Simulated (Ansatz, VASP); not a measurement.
**CoSn in VASP and in Ansatz**

```xyz
2
Lattice="3.1451 0.0000 0.0000 0.0000 3.1451 0.0000 0.0000 0.0000 3.1451" Properties=species:S:1:pos:R:3 pbc="T T T"
Co    0.0000    0.0000    0.0000
Sn    1.5726    1.5726    1.5726
```

Alike in both runs: functional PBE; k mesh 6 × 6 × 6; occupations gaussian, width 0.1 eV; no spin polarisation.

Ansatz relaxed the structure, and its values are those at the end. VASP's run is a single point on that final structure, the one shown.

|  | VASP | Ansatz |
| --- | --- | --- |
| version | VASP 6.6.1 | Ansatz 0.2.0 |
| potentials or method | VASP PAW PBE potentials, release 64 (Co, Sn_d), cutoff 520 eV | scalar-relativistic, plane waves, PAW |
| valence electrons in the cell | 23 | 31 |

VASP gave:

| Property | Result |
| --- | --- |
| gap on the k mesh at the Fermi level (eV) | none |
| pressure (GPa) | -0.3 |

Q: Estimate Ansatz's values.

A: gap on the k mesh at the Fermi level (eV): none; pressure (GPa): -0.2.

A gap of «none» marks a metal or a gap that the smearing closes. VASP's potentials hold 23 valence electrons a cell and Ansatz's 31, so a difference there can come from the potentials and not from the codes.
